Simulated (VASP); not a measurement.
# Ca (P6_3/mmc) in VASP: single point with PBEsol

Aim: the single point of Ca with PBEsol.

Program: VASP 6.6.1. These are calculated values, not measurements. Logs are shortened: lines on timing, memory, paths and dates and some standing lists are left out, and cuts for length are marked.

## Step 1: The cell of the first run

The structure is hexagonal, space group P6_3/mmc (No. 194). Conventional cell: a = 3.842 Å, b = 3.842 Å, c = 6.364 Å, α = 90.00°, β = 90.00°, γ = 120.00°. Ca (site symmetry -6m2) has 12 Ca at 3.84 to 3.88 Å within 5.0 Å.

This isn't the form of Ca at room conditions, which is fcc.

## Step 2: Single point, PBEsol

File INCAR:

```
SYSTEM = Ca
PREC     = Accurate       ! precision mode
ENCUT    = 520            ! plane-wave cutoff, eV
EDIFF    = 1E-6           ! SCF threshold, eV
ISMEAR   = 0              ! smearing method
SIGMA    = 0.1            ! smearing width, eV
LREAL    = .FALSE.        ! projectors in reciprocal space
LASPH    = .TRUE.         ! aspherical terms in the spheres
NELM     = 100            ! most SCF steps
ALGO     = Fast           ! electronic algorithm
ISIF     = 2              ! what is computed and relaxed
LWAVE    = .FALSE.        ! write WAVECAR
LCHARG   = .TRUE.         ! write CHGCAR
GGA      = PS             ! functional
LELF     = .TRUE.         ! ELF
LVHAR    = .TRUE.       
NBANDS   = 17             ! bands
```

File KPOINTS:

```
Automatic mesh
0
G
  9 9 6
  0 0 0
```

File POSCAR:

```
Ca
1.0
    3.8417168283      0.0000000000      0.0000000000
   -1.9208584142      3.3270243675      0.0000000000
    0.0000000000      0.0000000000      6.3638388749
Ca
2
Direct
    0.3333333333      0.6666666667      0.2500000000
    0.6666666667      0.3333333333      0.7500000000
```

Potentials or basis: VASP PAW PBE potentials, release 64 (Ca_sv).

The run is started by

```
> cat potpaw_PBE.64/Ca_sv/POTCAR > POTCAR
> mpirun -np 1 vasp_std > vasp.out
```

OUTCAR:

```text
SYSTEM = Ca
   PREC = Accurate
   ENCUT = 520
   EDIFF = 1E-6
   ISMEAR = 0
   LREAL = .FALSE.
   LASPH = .TRUE.
   NELM = 100
   ISIF = 2
   GGA = PS

 ion  position               nearest neighbor table
   1  0.333  0.667  0.250-
   2  0.667  0.333  0.750-

  LATTYP: Found a hexagonal cell.
 ALAT       =     3.8417168283
 C/A-ratio  =     1.6565090972

  Lattice vectors:

 A1 = (   3.8417168283,   0.0000000000,   0.0000000000)
 A2 = (  -1.9208584142,   3.3270243675,   0.0000000000)
 A3 = (   0.0000000000,   0.0000000000,   6.3638388749)

Analysis of symmetry for initial positions (statically):
=====================================================================
 Subroutine PRICEL returns:
 Original cell was already a primitive cell.

 Routine SETGRP: Setting up the symmetry group for a
 hexagonal supercell.

 Subroutine GETGRP returns: Found 24 space group operations
 (whereof 12 operations were pure point group operations)
 out of a pool of 24 trial point group operations.

The static configuration has the point symmetry D_3d.
 The point group associated with its full space group is D_6h.

Analysis of symmetry for dynamics (positions and initial velocities):
=====================================================================
 Subroutine PRICEL returns:
 Original cell was already a primitive cell.

 Routine SETGRP: Setting up the symmetry group for a
 hexagonal supercell.

 Subroutine GETGRP returns: Found 24 space group operations
 (whereof 12 operations were pure point group operations)
 out of a pool of 24 trial point group operations.

The dynamic configuration has the point symmetry D_3d.
 The point group associated with its full space group is D_6h.

 Subroutine INISYM returns: Found 24 space group operations
 (whereof 12 operations are pure point group operations),
 and found     1 'primitive' translations

----------------------------------------------------------------------------------------

                                     Primitive cell

  volume of cell :      81.3393

  direct lattice vectors                    reciprocal lattice vectors
     3.841716828  0.000000000  0.000000000     0.260300289  0.150284442  0.000000000
    -1.920858414  3.327024367  0.000000000     0.000000000  0.300568884  0.000000000
[... 76 lines left out ...]
   PREC   = accura    normal or accurate (medium, high low for compatibility)
   ISTART =      0    job   : 0-new  1-cont  2-samecut
   ICHARG =      2    charge: 1-file 2-atom 10-const
   ISPIN  =      1    spin polarized calculation?
   LNONCOLLINEAR =      F non collinear calculations
   LSORBIT =      F    spin-orbit coupling
   LASPH  =      T    aspherical Exc in radial PAW
   ENCUT  =  520.0 eV  38.22 Ry    6.18 a.u.   7.14  7.14 11.83*2*pi/ulx,y,z
   NELM   =    100;   NELMIN=  2; NELMDL= -5     # of ELM steps
   EDIFF  = 0.1E-05   stopping-criterion for ELM
   LREAL  =      F    real-space projection
   EDIFFG = 0.1E-04   stopping-criterion for IOM
   NSW    =      0    number of steps for IOM
   IBRION =     -1    ionic relax: 0-MD 1-quasi-New 2-CG
   NFREE  =      0    steps in history (QN), initial steepest desc. (CG)
   ISIF   =      2    stress and relaxation
   ISYM   =      2    0-nonsym 1-usesym 2-fastsym
   POTIM  = 0.5000    time-step for ionic-motion
   TEBEG  =    0.0;   TEEND  =   0.0 temperature during run
   PSTRESS=    0.0 pullay stress
   NELECT =      20.0000    total number of electrons
   NUPDOWN=      -1.0000    fix difference up-down
   EMIN   =  10.00;   EMAX   =-10.00  energy-range for DOS
   EFERMI =   0.00;   METHOD = LEGACY
   ISMEAR =     0;   SIGMA  =   0.10  broadening in eV -4-tet -1-fermi 0-gaus
   EFERMI_NEDOS =   21; number of points for ismear=-14 and -15
   IALGO  =     68    algorithm
   IMIX   =      4    mixing-type and parameters
     AMIX     =   0.40;   BMIX     =  1.00
     AMIX_MAG =   1.60;   BMIX_MAG =  1.00
  volume/ion in A,a.u.               =      40.67       274.45
  Fermi-wavevector in a.u.,A,eV,Ry     =   1.025616  1.938133 14.311799  1.051888
  Thomas-Fermi vector in A             =   2.159465
   LORBIT       =      0    0 simple, 1 ext, 2 COOP (PROOUT), +10 PAW based schemes
   GGA     = PS    functional components
   LHFCALC =     F    Hartree Fock is set to
   AEXX    =    0.0000 exact exchange contribution
   IVDW    =     0    specifies the selected vdW correction
   LEPSILON=     F    determine dielectric tensor
   LRPA    =     F    only Hartree local field effects (RPA)
 non-spin polarized calculation
 RMM-DIIS sequential band-by-band and
 Gauss-broadening in eV      SIGMA  =   0.10
  energy-cutoff  :      520.00
  volume of cell :       81.34
 maximum number of plane-waves:      2208
 NGX is ok and might be reduce to    30
   NGX = 15   NGY = 15   NGZ = 23

 number of electron      20.0000001 magnetization

 Free energy of the ion-electron system (eV)
  ---------------------------------------------------
  ext. energy  EPLUGINS =         0.00000000
  ---------------------------------------------------
  free energy    TOTEN  =        -4.26509693 eV

  energy without entropy =       -4.25653185  energy(sigma->0) =       -4.26081439

 E-fermi :   2.0832     XC(G=0):  -7.9278

 val. band max:        2.0679989735   @ k =   0.2222   0.1111   0.0000
 cond. band min:       2.1631830578   @ k =   0.3333   0.3333   0.3333
 fundamental gap:      0.0951840843
 Fermi energy:         2.0831542144

 k-point     1 :       0.0000    0.0000    0.0000
  band No.  band energies     occupation
      1     -39.7082      2.00000
      2     -39.6927      2.00000
      3     -20.8460      2.00000
      4     -20.7184      2.00000
      5     -20.7184      2.00000
      6     -20.6980      2.00000
[... 457 lines left out ...]
      4     -20.8067      2.00000
      5     -20.8067      2.00000
      6     -20.7782      2.00000
[... 9 lines left out ...]
     16       5.7726      0.00000
     17       5.9912      0.00000

 [... further k-points ...]
[... 5 lines left out ...]
  --------------------------------------------------------------------------------------
  -------------------------------------------------------------------------------------
  Total        0.0437782      0.0437782     -0.0318352     -0.0000000     -0.0000000      0.0000000
  in kB        0.8623190      0.8623190     -0.6270728     -0.0000000     -0.0000000      0.0000000
  external PRESSURE =       0.3658550 kB  Pullay stress =       0.0000000 kB

 VOLUME and BASIS-vectors are now :
 -----------------------------------------------------------------------------
  energy-cutoff  :      520.00
  volume of cell :       81.34
      direct lattice vectors                 reciprocal lattice vectors
     3.841716828  0.000000000  0.000000000     0.260300289  0.150284442  0.000000000
    -1.920858414  3.327024367  0.000000000     0.000000000  0.300568884  0.000000000
     0.000000000  0.000000000  6.363838875     0.000000000  0.000000000  0.157137857

 POSITION                                       TOTAL-FORCE (eV/Angst)
 -----------------------------------------------------------------------------------
     -0.00000      2.21802      1.59096         0.000000     -0.000000      0.000000
      1.92086      1.10901      4.77288        -0.000000      0.000000     -0.000000
 -----------------------------------------------------------------------------------
    total drift:                               -0.000000      0.000000      0.000000

  FREE ENERGIE OF THE ION-ELECTRON SYSTEM (eV)
  ---------------------------------------------------
  free  energy   TOTEN  =        -4.2650969255 eV

  energy  without entropy=       -4.2565318523  energy(sigma->0) =       -4.26081439
```

OSZICAR:

```text
N       E                     dE             d eps       ncg     rms          rms(c)
DAV:   1     0.175738185994E+03    0.17574E+03   -0.10152E+04  1632   0.107E+03
DAV:   2     0.517160644995E+01   -0.17057E+03   -0.16823E+03  1808   0.320E+02
DAV:   3    -0.398589969800E+01   -0.91575E+01   -0.91154E+01  3180   0.544E+01
DAV:   4    -0.427166332799E+01   -0.28576E+00   -0.28549E+00  1993   0.105E+01
DAV:   5    -0.428720979627E+01   -0.15546E-01   -0.15540E-01  2802   0.148E+00    0.314E+00
RMM:   6    -0.427185458446E+01    0.15355E-01   -0.14113E-02  1720   0.130E+00    0.193E+00
RMM:   7    -0.426465862798E+01    0.71960E-02   -0.40061E-02  1821   0.240E+00    0.136E-01
RMM:   8    -0.426476039274E+01   -0.10176E-03   -0.98881E-03  2076   0.909E-01    0.390E-02
RMM:   9    -0.426500753978E+01   -0.24715E-03   -0.33282E-03  2477   0.442E-01    0.550E-02
RMM:  10    -0.426507334457E+01   -0.65805E-04   -0.48013E-04  2524   0.166E-01    0.816E-02
RMM:  11    -0.426508127579E+01   -0.79312E-05   -0.33417E-04  2524   0.143E-01    0.212E-02
RMM:  12    -0.426509125324E+01   -0.99774E-05   -0.10954E-04  2570   0.626E-02    0.179E-02
RMM:  13    -0.426509476212E+01   -0.35089E-05   -0.35152E-05  2329   0.276E-02    0.153E-02
RMM:  14    -0.426509650657E+01   -0.17444E-05   -0.90403E-06  1919   0.183E-02    0.234E-03
RMM:  15    -0.426509692555E+01   -0.41898E-06   -0.56818E-06  1738   0.680E-03
   1 F= -.42650969E+01 E0= -.42608144E+01  d E =-.856507E-02
```

stdout:

```text
POSCAR found type information on POSCAR Ca
 POSCAR found :  1 types and       2 ions
 scaLAPACK will be used
 -----------------------------------------------------------------------------
|                                                                             |
|                                                                             |
|     You enforced a specific xc type in the INCAR file but a different       |
|     I HOPE YOU KNOW WHAT YOU ARE DOING!                                     |
|                                                                             |
 -----------------------------------------------------------------------------

 LDA part: xc-table for (Slater+PW92), standard interpolation
 POSCAR, INCAR and KPOINTS ok, starting setup
 FFT: planning ... GRIDC
 FFT: planning ... GRID_SOFT
 FFT: planning ... GRID
 WAVECAR not read
 entering main loop
WARNING in EDDRMM: call to ZHEGV failed, returncode =   8  4     15
```

It took 65 s on 1 thread of Intel Xeon Platinum 8259CL at 2.50GHz (Skylake/Cascade Lake), shared host; peak memory 0.22 GiB.

What came out:

```
Free energy            : -4.2651 eV
Pressure               : 0.0 GPa
Band gap on the k mesh : zero (bands 10 and 11 overlap by 0.37 eV)
```

Stress tensor (GPa, compression positive):
```
 0.09  0.00  0.00
 0.00  0.09  0.00
 0.00  0.00 -0.06
```

Caveat: the PAW data sets were made with another functional, which shifts forces and pressure a little.
